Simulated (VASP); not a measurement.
A run of VASP 6.6.1 is set up as follows.

File INCAR:

```
SYSTEM = HfN
PREC = Accurate
ENCUT = 520
EDIFF = 1E-6
ISMEAR = -1
SIGMA = 0.1
LREAL = .False.
LASPH = .True.
NELM = 100
ALGO = Normal
ISIF = 2
LWAVE = .False.
LCHARG = .False.
GGA = PE
NBANDS = 14
```

KPOINTS

```
regular mesh
0
Gamma
  15 15 15
  0 0 0
```

POSCAR

```
HfN
1.0
    0.0000000000      1.9597516033      1.9597516033
    1.9597516033      0.0000000000      1.9597516033
    1.9597516033      1.9597516033      0.0000000000
Hf N
1 1
Direct
    0.0000000000      0.0000000000      0.0000000000
    0.5000000000      0.5000000000      0.5000000000
```

Potentials or basis: VASP PAW PBE potentials, release 64 (Hf_pv, N).

Run with:

```bash
$ cat potpaw_PBE.64/Hf_pv/POTCAR potpaw_PBE.64/N/POTCAR > POTCAR
$ mpirun -np 1 vasp_std > vasp.out
```

Task: Estimate the pressure.

Result: 301.7 GPa.
